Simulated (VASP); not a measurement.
# ZnF2 (P4_2/mnm) in VASP: further runs

ZnF2 is run at these levels: PBE; tasks: relaxation of shape and atoms at fixed volume.

Everything below comes from runs of VASP 6.6.1. Logs are shortened: lines on timing, memory, paths and dates and some standing lists are left out, and cuts for length are marked.

### 1 The cell of the first run

The structure is tetragonal, space group P4_2/mnm (No. 136). Conventional cell: a = 4.691 Å, b = 4.691 Å, c = 3.125 Å, α = 90.00°, β = 90.00°, γ = 90.00°. Zn (site symmetry mmm) has 6 F at 2.01 to 2.04 Å within 2.7 Å. F (site symmetry m2m) has 3 Zn at 2.01 to 2.04 Å and 1 F at 2.61 Å within 2.7 Å.

### 2 Relaxation of shape and atoms at fixed volume, PBE (11.46 Å³/atom)

INCAR

```
  ALGO = Normal
  EDIFF = 1E-7
  EDIFFG = -0.01
  ENCUT = 600
  GGA = PE
  GGA_COMPAT = False
  IBRION = 2
  ISIF = 4
  ISMEAR = 0
  LASPH = True
  LCHARG = False
  LREAL = False
  LWAVE = False
  NELM = 120
  NELMIN = 4
  NSW = 50
  PREC = Accurate
  SIGMA = 0.02
```

KPOINTS

```
k-points
0
Gamma
  6 6 8
```

POSCAR

```
ZnF2
1.0
    4.6910585328      0.0000000000      0.0000000000
    0.0000000000      4.6910585328      0.0000000000
    0.0000000000      0.0000000000      3.1252581620
Zn F
2 4
Direct
    0.0000000000      0.0000000000      0.0000000000
    0.5000000000      0.5000000000      0.5000000000
    0.3033309218      0.3033309218      0.0000000000
    0.1966690782      0.8033309218      0.5000000000
    0.6966690782      0.6966690782      0.0000000000
    0.8033309218      0.1966690782      0.5000000000
```

Potentials or basis: VASP PAW PBE potentials, release 64 (Zn, F).

The run is started by

```console
$ cat potpaw_PBE.64/Zn/POTCAR potpaw_PBE.64/F/POTCAR > POTCAR
$ mpirun -np 1 vasp_std > vasp.out
```

OUTCAR:

```text
EDIFF = 1E-7
   EDIFFG = -0.01
   ENCUT = 600
   GGA = PE
   IBRION = 2
   ISIF = 4
   ISMEAR = 0
   LASPH = True
   LREAL = False
   NELM = 120
   NELMIN = 4
   NSW = 50
   PREC = Accurate

 ion  position               nearest neighbor table
   1  0.000  0.000  0.000-   3 2.01   5 2.01   4 2.04   6 2.04   4 2.04   6 2.04
   2  0.500  0.500  0.500-   4 2.01   6 2.01   5 2.04   3 2.04   3 2.04   5 2.04
   3  0.303  0.303  0.000-   1 2.01   2 2.04   2 2.04
   4  0.197  0.803  0.500-   2 2.01   1 2.04   1 2.04
   5  0.697  0.697  0.000-   1 2.01   2 2.04   2 2.04
   6  0.803  0.197  0.500-   2 2.01   1 2.04   1 2.04

  LATTYP: Found a simple tetragonal cell.
 ALAT       =     4.6910585328
 C/A-ratio  =     0.6662159809

  Lattice vectors:

 A1 = (   4.6910585328,   0.0000000000,   0.0000000000)
 A2 = (   0.0000000000,   4.6910585328,   0.0000000000)
 A3 = (   0.0000000000,   0.0000000000,   3.1252581620)

Analysis of symmetry for initial positions (statically):
=====================================================================
 Subroutine PRICEL returns:
 Original cell was already a primitive cell.

 Routine SETGRP: Setting up the symmetry group for a
 simple tetragonal supercell.

 Subroutine GETGRP returns: Found 16 space group operations
 (whereof  8 operations were pure point group operations)
 out of a pool of 16 trial point group operations.

The static configuration has the point symmetry D_2h.
 The point group associated with its full space group is D_4h.

Analysis of symmetry for dynamics (positions and initial velocities):
=====================================================================
 Subroutine PRICEL returns:
 Original cell was already a primitive cell.

 Routine SETGRP: Setting up the symmetry group for a
 simple tetragonal supercell.

 Subroutine GETGRP returns: Found 16 space group operations
 (whereof  8 operations were pure point group operations)
 out of a pool of 16 trial point group operations.

The dynamic configuration has the point symmetry D_2h.
 The point group associated with its full space group is D_4h.

 Subroutine INISYM returns: Found 16 space group operations
 (whereof  8 operations are pure point group operations),
 and found     1 'primitive' translations

----------------------------------------------------------------------------------------

                                     Primitive cell

  volume of cell :      68.7745

  direct lattice vectors                    reciprocal lattice vectors
     4.691058533  0.000000000  0.000000000     0.213171503  0.000000000  0.000000000
     0.000000000  4.691058533  0.000000000     0.000000000  0.213171503  0.000000000
     0.000000000  0.000000000  3.125258162     0.000000000  0.000000000  0.319973566

  length of vectors
     4.691058533  4.691058533  3.125258162     0.213171503  0.213171503  0.319973566

  position of ions in fractional coordinates (direct lattice)
     0.000000000  0.000000000  0.000000000
     0.500000000  0.500000000  0.500000000
     0.303330922  0.303330922  0.000000000
     0.196669078  0.803330922  0.500000000
     0.696669078  0.696669078  0.000000000
     0.803330922  0.196669078  0.500000000

  ion indices of the primitive-cell ions
   primitive index   ion index
                 1           1
                 2           2
                 3           3
                 4           4
                 5           5
                 6           6

----------------------------------------------------------------------------------------

 KPOINTS: k-points

Automatic generation of k-mesh.
 Grid dimensions read from file:
 generate k-points for:    6    6    8

 Generating k-lattice:

  Cartesian coordinates                     Fractional coordinates (reciprocal lattice)
     0.035528584  0.000000000  0.000000000     0.166666667  0.000000000  0.000000000
     0.000000000  0.035528584  0.000000000     0.000000000  0.166666667  0.000000000
     0.000000000  0.000000000  0.039996696     0.000000000  0.000000000  0.125000000

  Length of vectors
     0.035528584  0.035528584  0.039996696

  Shift w.r.t. Gamma in fractional coordinates (k-lattice)
     0.000000000  0.000000000  0.000000000

 Subroutine IBZKPT returns following result:
 ===========================================

 Found     50 irreducible k-points:

 Following reciprocal coordinates:
            Coordinates               Weight
  0.000000  0.000000  0.000000      1.000000
  0.166667  0.000000  0.000000      4.000000
  0.333333  0.000000  0.000000      4.000000
  0.500000  0.000000  0.000000      2.000000
  0.166667  0.166667  0.000000      4.000000
  0.333333  0.166667  0.000000      8.000000
[... 16 lines left out ...]
  0.333333  0.000000  0.250000      8.000000
  0.500000  0.000000  0.250000      4.000000
 [... further k-points ...]
   k-points           NKPTS =     50   k-points in BZ     NKDIM =     50   number of bands    NBANDS=     31
   number of dos      NEDOS =    301   number of ions     NIONS =      6
   total plane-waves  NPLWV =  44800
   dimension x,y,z NGX =    40 NGY =   40 NGZ =   28
   dimension x,y,z NGXF=    80 NGYF=   80 NGZF=   56
   ions per type =               2   4
   NGX,Y,Z   is equivalent  to a cutoff of  14.18, 14.18, 14.89 a.u.
   NGXF,Y,Z  is equivalent  to a cutoff of  28.35, 28.35, 29.79 a.u.
 SYSTEM =  unknown system
   PREC   = accura    normal or accurate (medium, high low for compatibility)
   ISTART =      0    job   : 0-new  1-cont  2-samecut
   ICHARG =      2    charge: 1-file 2-atom 10-const
   ISPIN  =      1    spin polarized calculation?
   LNONCOLLINEAR =      F non collinear calculations
   LSORBIT =      F    spin-orbit coupling
   LASPH  =      T    aspherical Exc in radial PAW
   ENCUT  =  600.0 eV  44.10 Ry    6.64 a.u.   9.37  9.37  6.24*2*pi/ulx,y,z
   NELM   =    120;   NELMIN=  4; NELMDL= -5     # of ELM steps
   EDIFF  = 0.1E-06   stopping-criterion for ELM
   LREAL  =      F    real-space projection
   EDIFFG = -.1E-01   stopping-criterion for IOM
   NSW    =     50    number of steps for IOM
   IBRION =      2    ionic relax: 0-MD 1-quasi-New 2-CG
   NFREE  =      1    steps in history (QN), initial steepest desc. (CG)
   ISIF   =      4    stress and relaxation
   ISYM   =      2    0-nonsym 1-usesym 2-fastsym
   POTIM  = 0.5000    time-step for ionic-motion
   TEBEG  =    0.0;   TEEND  =   0.0 temperature during run
   PSTRESS=    0.0 pullay stress
   NELECT =      52.0000    total number of electrons
   NUPDOWN=      -1.0000    fix difference up-down
   EMIN   =  10.00;   EMAX   =-10.00  energy-range for DOS
   EFERMI =   0.00;   METHOD = LEGACY
   ISMEAR =     0;   SIGMA  =   0.02  broadening in eV -4-tet -1-fermi 0-gaus
   EFERMI_NEDOS =   21; number of points for ismear=-14 and -15
   IALGO  =     38    algorithm
   IMIX   =      4    mixing-type and parameters
     AMIX     =   0.40;   BMIX     =  1.00
     AMIX_MAG =   1.60;   BMIX_MAG =  1.00
  volume/ion in A,a.u.               =      11.46        77.35
  Fermi-wavevector in a.u.,A,eV,Ry     =   1.491420  2.818376 30.263912  2.224335
  Thomas-Fermi vector in A             =   2.604078
   LORBIT       =      0    0 simple, 1 ext, 2 COOP (PROOUT), +10 PAW based schemes
   GGA     = PE    functional components
   LHFCALC =     F    Hartree Fock is set to
   AEXX    =    0.0000 exact exchange contribution
   IVDW    =     0    specifies the selected vdW correction
   LEPSILON=     F    determine dielectric tensor
   LRPA    =     F    only Hartree local field effects (RPA)
 conjugate gradient relaxation of ions
 non-spin polarized calculation
 Gauss-broadening in eV      SIGMA  =   0.02
  energy-cutoff  :      600.00
  volume of cell :       68.77
 maximum number of plane-waves:      2322
 NGX is ok and might be reduce to    40
   NGX = 19   NGY = 19   NGZ = 13

--------------------------------------- Ionic step        1  -------------------------------------------

 number of electron      52.0000011 magnetization

 Free energy of the ion-electron system (eV)
  ---------------------------------------------------
  ext. energy  EPLUGINS =         0.00000000
  ---------------------------------------------------
  free energy    TOTEN  =       -23.13744413 eV

  energy without entropy =      -23.13744413  energy(sigma->0) =      -23.13744413

------------------------ aborting loop because EDIFF is reached ----------------------------------------

  FORCE on cell =-STRESS in cart. coord.  units (eV):
  Direction    XX          YY          ZZ          XY          YZ          ZX
  --------------------------------------------------------------------------------------
  -------------------------------------------------------------------------------------
  Total        3.1165233      3.1165233      3.6130314     -0.0000000      0.0000000      0.0000000
  in kB       72.6027983     72.6027983     84.1694945     -0.0000000      0.0000000      0.0000000
  external PRESSURE =      76.4583637 kB  Pullay stress =       0.0000000 kB
[... 145 lines left out ...]
  energy  without entropy=      -23.1397222849  energy(sigma->0) =      -23.13972228

--------------------------------------- Ionic step        5  -------------------------------------------

 number of electron      52.0000011 magnetization

 Free energy of the ion-electron system (eV)
  ---------------------------------------------------
  ext. energy  EPLUGINS =         0.00000000
  ---------------------------------------------------
  free energy    TOTEN  =       -23.13979661 eV

  energy without entropy =      -23.13979661  energy(sigma->0) =      -23.13979661

 E-fermi :  -0.9042     XC(G=0): -10.3252

 val. band max:       -1.0012606662   @ k =   0.0000   0.0000   0.0000
 cond. band min:       2.4765374133   @ k =   0.0000   0.0000   0.0000
 fundamental gap:      3.4777980794
 Fermi energy:        -0.9042201037

 k-point     1 :       0.0000    0.0000    0.0000
  band No.  band energies     occupation
      1     -22.9926      2.00000
      2     -22.1970      2.00000
      3     -22.1970      2.00000
      4     -22.1593      2.00000
      5      -7.3515      2.00000
      6      -6.4511      2.00000
[... 805 lines left out ...]
     30      10.3559      0.00000
     31      11.8992      0.00000

 [... further k-points ...]
[... 5 lines left out ...]
  --------------------------------------------------------------------------------------
  -------------------------------------------------------------------------------------
  Total        3.1744314      3.1744314      3.1916236     -0.0000000      0.0000000      0.0000000
  in kB       73.9518309     73.9518309     74.3523415     -0.0000000      0.0000000      0.0000000
  external PRESSURE =      74.0853344 kB  Pullay stress =       0.0000000 kB
[... 21 lines left out ...]
  FREE ENERGIE OF THE ION-ELECTRON SYSTEM (eV)
  ---------------------------------------------------
  free  energy   TOTEN  =       -23.1397966057 eV

  energy  without entropy=      -23.1397966057  energy(sigma->0) =      -23.13979661

 reached required accuracy - stopping structural energy minimisation
```

It took 3.1 min on 1 thread of Intel Xeon 6975P-C (Granite Rapids), shared host; peak memory 0.25 GiB.

Results:

- Free energy: -23.1398 eV
- Energy gained by relaxing: 0.4 meV/atom
- Ionic steps: 5
- Pressure after relaxing: 7.4 GPa
- Band gap on the k mesh: 3.48 eV

Step by step:
```csv
step,energy change (eV),largest force (eV/Å),pressure (GPa),volume (Å³)
1,0.0000,0.0571,7.65,68.77
2,-0.0015,0.0224,7.54,68.77
3,-0.0022,0.0185,7.42,68.77
4,-0.0023,0.0116,7.44,68.77
5,-0.0024,0.0017,7.41,68.77
```

Final structure:
```cif
data_structure
_symmetry_space_group_name_H-M 'P 1'
_symmetry_Int_Tables_number 1
_cell_length_a 4.6734
_cell_length_b 4.6734
_cell_length_c 3.1489
_cell_angle_alpha 90.000
_cell_angle_beta 90.000
_cell_angle_gamma 90.000
_cell_volume 68.77
loop_
_atom_site_label
_atom_site_type_symbol
_atom_site_fract_x
_atom_site_fract_y
_atom_site_fract_z
_atom_site_occupancy
Zn1 Zn 0.00000 0.00000 0.00000 1
Zn2 Zn 0.50000 0.50000 0.50000 1
F1 F 0.30277 0.30277 0.00000 1
F2 F 0.19723 0.80277 0.50000 1
F3 F 0.69723 0.69723 0.00000 1
F4 F 0.80277 0.19723 0.50000 1
```

Levels at points of the mesh, in eV from the valence-band top:
```tsv
k point	band 22	band 23	band 24	band 25	band 26	band 27	band 28	band 29	band 30	band 31
(0.00, 0.00, 0.00)	-1.61	-1.27	-0.41	-0.41	0.00	3.48	9.36	9.61	9.61	13.53
(0.50, 0.00, 0.00)	-1.69	-0.66	-0.66	-0.50	-0.50	6.12	6.12	10.52	10.52	13.08
(0.50, 0.50, 0.00)	-1.58	-1.31	-1.31	-0.43	-0.43	7.06	7.06	9.17	9.17	14.60
(0.00, 0.00, 0.50)	-1.44	-1.33	-1.33	-1.30	-1.30	8.23	8.23	11.97	11.97	13.07
(0.50, 0.00, 0.50)	-1.87	-1.39	-1.39	-0.08	-0.08	8.78	8.78	10.35	10.35	13.87
(0.50, 0.50, 0.50)	-1.55	-1.33	-1.33	-0.79	-0.79	8.10	8.10	11.50	11.50	12.32
```

A k mesh can miss the band edges.

### 3 Relaxation of shape and atoms at fixed volume, PBE (11.83 Å³/atom)

This run uses another cell than the first one, of 11.83 Å³/atom.

INCAR

```
SYSTEM = ZnF2
PREC     = Accurate       ! precision mode
ENCUT    = 600            ! plane-wave cutoff, eV
EDIFF    = 1E-7           ! SCF threshold, eV
ISMEAR   = 0              ! smearing method
SIGMA    = 0.02           ! smearing width, eV
LREAL    = .FALSE.        ! projectors in reciprocal space
LASPH    = .TRUE.         ! aspherical terms in the spheres
NELM     = 120            ! most SCF steps
ALGO     = Normal         ! electronic algorithm
ISIF     = 4              ! what is computed and relaxed
LWAVE    = .FALSE.        ! write WAVECAR
LCHARG   = .FALSE.        ! write CHGCAR
GGA      = PE             ! functional
IBRION   = 2              ! ionic algorithm
NSW      = 50             ! ionic steps
EDIFFG   = -0.01          ! ionic threshold
GGA_COMPAT= .FALSE.      
NELMIN   = 4
```

KPOINTS

```
Automatic mesh
0
G
  6 6 8
  0 0 0
```

POSCAR

```
ZnF2
1.0
    4.7515463475      0.0000000000      0.0000000000
    0.0000000000      4.7515463475      0.0000000000
    0.0000000000      0.0000000000      3.1434137093
Zn F
2 4
Direct
    0.0000000000      0.0000000000      0.0000000000
    0.5000000000      0.5000000000      0.5000000000
    0.3043835378      0.3043835378      0.0000000000
    0.1956164622      0.8043835378      0.5000000000
    0.6956164622      0.6956164622      0.0000000000
    0.8043835378      0.1956164622      0.5000000000
```

Potentials or basis: VASP PAW PBE potentials, release 64 (Zn, F).

The run is started by

```console
$ cat potpaw_PBE.64/Zn/POTCAR potpaw_PBE.64/F/POTCAR > POTCAR
$ mpirun -np 1 vasp_std > vasp.out
```

Run time: 2.1 min. Hardware: 1 thread of Intel Xeon 6975P-C (Granite Rapids), shared host; peak memory 0.26 GiB.

It converged, with:

```
Free energy                  : -23.2207 eV
Energy gained by relaxing    : 0.5 meV/atom
Ionic steps                  : 3
Pressure after relaxing      : 3.5 GPa
Largest force after relaxing : 0.009 eV/Å
Band gap on the k mesh       : 3.45 eV
```

Forces on the atoms (eV/Å):
```
Zn   0.000  0.000  0.000
Zn   0.000  0.000  0.000
F    0.007  0.007  0.000
F   -0.007  0.007  0.000
F   -0.007 -0.007  0.000
F    0.007 -0.007  0.000
```

Stress tensor (GPa, compression positive):
```
3.46 0.00 0.00
0.00 3.46 0.00
0.00 0.00 3.61
```

The path:
| step | energy change (eV) | largest force (eV/Å) | pressure (GPa) | volume (Å³) |
| --- | --- | --- | --- | --- |
| 1 | 0.0000 | 0.0722 | 3.81 | 70.97 |
| 2 | -0.0018 | 0.0393 | 3.68 | 70.97 |
| 3 | -0.0028 | 0.0093 | 3.51 | 70.97 |

Final structure:
```yaml
crystal:
  lattice:
    - [4.73654, 0.00000, 0.00000]
    - [0.00000, 4.73654, 0.00000]
    - [0.00000, 0.00000, 3.16337]
  atoms:
    - { symbol: Zn, position: [0.00000, 0.00000, 0.00000] }
    - { symbol: Zn, position: [0.50000, 0.50000, 0.50000] }
    - { symbol: F, position: [0.30309, 0.30309, 0.00000] }
    - { symbol: F, position: [0.19691, 0.80309, 0.50000] }
    - { symbol: F, position: [0.69691, 0.69691, 0.00000] }
    - { symbol: F, position: [0.80309, 0.19691, 0.50000] }
```

Levels at points of the mesh, in eV from the valence-band top:
```
           k point  band 24  band 25  band 26  band 27  band 28  band 29
(0.00, 0.00, 0.00)    -0.34    -0.34     0.00     3.45     9.20     9.63
(0.50, 0.00, 0.00)    -0.61    -0.42    -0.42     6.03     6.03    10.53
(0.50, 0.50, 0.00)    -1.18    -0.35    -0.35     6.92     6.92     9.17
(0.00, 0.00, 0.50)    -1.27    -1.23    -1.23     8.13     8.13    11.83
(0.50, 0.00, 0.50)    -1.26    -0.05    -0.05     8.62     8.62    10.30
(0.50, 0.50, 0.50)    -1.22    -0.77    -0.77     7.97     7.97    11.50
```

A k mesh can miss the band edges.
